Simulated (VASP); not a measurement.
## P: single point with r2SCAN

The system is P, a slab with vacuum.

```xyz
4
Lattice="3.2837 0.0000 0.0000 0.0000 34.8570 0.0000 0.0000 0.0000 4.7710" Properties=species:S:1:pos:R:3 pbc="T T T"
P     0.0000   33.8204    2.8252
P     0.0000    1.0366    1.9459
P     1.6419    1.0366    0.4397
P     1.6419   33.8204    4.3314
```

This cell differs from its parent crystal: strain +0.0300 x Voigt [0, 0, 1, 0, 0, 0].

```yaml
Program: VASP 6.6.1
Task: single point
Functional: r2SCAN
Potentials_or_basis: VASP PAW PBE potentials, release 64 (P)
Cutoff: 520 eV
k_mesh: 8 × 1 × 6
Occupations: gaussian, width 0.05 eV
Spin: no spin polarisation
Dipole_correction: no
Further_INCAR_settings: ALGO = Normal; EDIFF = 1e-06; NBANDS = 18
```

- Largest force: 0.434 eV/Å
- Band gap on the k mesh: 1.32 eV

Forces on the atoms (eV/Å):
```
P    0.000  0.071  0.429
P    0.000 -0.071 -0.429
P    0.000 -0.071  0.429
P    0.000  0.071 -0.429
```

Levels at points of the mesh, in eV from the valence-band top:
```
           k point  band 7  band 8  band 9  band 10  band 11  band 12  band 13  band 14
(0.00, 0.00, 0.00)   -3.27   -1.63   -1.55     0.00     1.32     2.18     3.15     3.46
(0.50, 0.00, 0.00)   -2.79   -2.79   -1.87    -1.87     1.46     1.46     2.57     2.57
(0.00, 0.00, 0.50)   -2.48   -2.48   -1.52    -1.52     2.61     2.61     4.11     4.11
(0.50, 0.00, 0.50)   -4.50   -4.50   -0.97    -0.97     2.72     2.72     3.78     3.78
```

Run time: 8.6 min on 1 thread of Intel(R) Xeon(R) 6975P-C (Granite Rapids), with other jobs on the host, peak memory 0.63 GiB.

Caveat: the cell differs from its parent crystal (strain +0.0300 x Voigt [0, 0, 1, 0, 0, 0]); there is no dipole correction, which matters where the two faces differ; the PAW data sets were made with another functional, which shifts forces and pressure a little.
